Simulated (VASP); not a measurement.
Rb, 1 atom in the cell. Symmetry: I4/mmm, No. 139, tetragonal system. Conventional cell: a = 4.736 Å, b = 4.736 Å, c = 7.862 Å, α = 90.00°, β = 90.00°, γ = 90.00°.  This cell differs from its parent crystal: strain -0.080 along x and y, +0.080 along z.

```yaml
Program: VASP 6.6.1
Task: single point
Functional: PBE
Dispersion: D3(BJ)
Potentials_or_basis: VASP PAW PBE potentials, release 64 (Rb_sv)
Cutoff: 520 eV
k_mesh: 12 × 12 × 12
Occupations: gaussian, width 0.15 eV
Spin: no spin polarisation
Dipole_correction: no
Further_INCAR_settings: ALGO = Fast; EDIFF = 1e-06; NBANDS = 10
```

Potentials or basis: VASP PAW PBE potentials, release 64 (Rb_sv).

The run is started by

```sh
$ cat potpaw_PBE.64/Rb_sv/POTCAR > POTCAR
$ mpirun -np 1 vasp_std > vasp.out
```

Hardware: 1 thread of Intel(R) Xeon(R) Platinum 8488C (Sapphire Rapids), with other jobs on the host.

Question: Estimate the wall time of this run.

Answer: Wall time 79 s on 1 thread of Intel(R) Xeon(R) Platinum 8488C (Sapphire Rapids), on a shared host, peak memory 0.32 GiB. Counts: scf iterations 11, k points 163.
